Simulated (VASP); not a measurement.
LuHfF: relaxation of cell and atoms with PBE

LuHfF:

```
CELL_PARAMETERS angstrom
3.63771 0.00000 0.00000
-1.81886 3.15035 0.00000
0.00000 0.00000 6.41643
ATOMIC_POSITIONS crystal
Lu 0.33333 0.66667 0.00000
Hf 0.33333 0.66667 0.50000
F 0.00000 0.00000 0.50000
```

| Property | Result |
| --- | --- |
| Program | VASP 6.6.1 |
| Task | relaxation of cell and atoms |
| Functional | PBE |
| Potentials or basis | VASP PAW PBE potentials, release 64 (Lu, Hf_pv, F) |
| Cutoff | 600 eV |
| k mesh | 12 × 12 × 8 |
| Occupations | gaussian, width 0.1 eV |
| Spin | no spin polarisation |
| Dipole correction | no |
| Further INCAR settings | ALGO = Normal; EDIFF = 1e-06; IBRION = 2; EDIFFG = -0.01; NSW = 100; ISIF = 3 |

| Property | Result |
| --- | --- |
| Relaxed volume | 24.13 Å³/atom |
| Relaxed cell | a = 3.621 Å, b = 3.621 Å, c = 6.375 Å, α = 90.00°, β = 90.00°, γ = 120.00° |
| Space group after relaxing (to 0.05 Å) | P-6m2 (No. 187) |
| Energy gained by relaxing | 1.1 meV/atom |
| Ionic steps | 5 |
| Pressure after relaxing | 0.0 GPa |
| Band gap on the k mesh | zero (band 21 reaches 3.81 eV, above the bottom of band 22 at 2.70 eV) |

Step by step:
```
step  energy change (eV)  largest force (eV/Å)  pressure (GPa)  volume (Å³)
   1              0.0000                0.0000           -0.95        73.53
   2             -0.0023                0.0000            0.48        71.99
   3             -0.0031                0.0000           -0.03        72.51
   4             -0.0031                0.0000           -0.01        72.49
   5             -0.0033                0.0000            0.04        72.40
```

Final structure:
```cif
data_structure
_symmetry_space_group_name_H-M 'P 1'
_symmetry_Int_Tables_number 1
_cell_length_a 3.6212
_cell_length_b 3.6212
_cell_length_c 6.3752
_cell_angle_alpha 90.000
_cell_angle_beta 90.000
_cell_angle_gamma 120.000
_cell_volume 72.40
loop_
_atom_site_label
_atom_site_type_symbol
_atom_site_fract_x
_atom_site_fract_y
_atom_site_fract_z
_atom_site_occupancy
Lu1 Lu 0.33333 0.66667 0.00000 1
Hf1 Hf 0.33333 0.66667 0.50000 1
F1 F 0.00000 0.00000 0.50000 1
```

Levels at points of the mesh, in eV from the Fermi level:
```tsv
k point	band 18	band 19	band 20	band 21	band 22	band 23	band 24	band 25
(0.00, 0.00, 0.00)	-5.35	-5.10	-1.48	-0.01	0.30	1.36	1.36	2.25
(0.50, 0.00, 0.00)	-5.35	-2.45	-0.97	-0.64	-0.28	0.64	1.15	2.82
(0.00, 0.00, 0.50)	-5.35	-4.06	-3.05	0.45	0.66	1.74	1.74	2.27
(0.50, 0.00, 0.50)	-5.36	-1.40	-1.09	-0.38	-0.27	0.91	1.08	1.24
```

Run time: 19 min on 1 thread of Oxide Virtual Turin-like Processor (shared host), peak memory 0.38 GiB.

Caveat: spin-orbit coupling is left out, which moves the levels of the heavy elements.
